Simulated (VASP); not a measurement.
Input of a VASP 6.6.1 run:

The input INCAR:

```
  PREC = Accurate
  ENCUT = 520
  EDIFF = 1E-6
  ISMEAR = -1
  SIGMA = 0.1
  LREAL = F
  LASPH = T
  NELM = 80
  ALGO = Normal
  ISIF = 2
  LWAVE = F
  LCHARG = F
  NBANDS = 14
```

File KPOINTS:

```
Automatic mesh
0
Gamma
  9 9 14
```

The input POSCAR:

```
P
1.0
    4.3195473441      0.0000000000      0.0000000000
   -2.1597736721      3.7408377328      0.0000000000
    0.0000000000      0.0000000000      2.4435327807
P
3
Direct
    0.0000000000      0.0000000000      0.0000000000
    0.3333333333      0.6666666667      0.5000000000
    0.6666666667      0.3333333333      0.5000000000
```

Potentials or basis: VASP PAW LDA potentials, release 64 (P).

The run is started by

```sh
$ cat potpaw_LDA.64/P/POTCAR > POTCAR
$ mpirun -np 1 vasp_std > vasp.out
```

**Question.** What does it give for the pressure?

**Answer.** 4.7 GPa.

Stress tensor (GPa, compression positive):
```
4.31 0.00 0.00
0.00 4.31 0.00
0.00 0.00 5.62
```
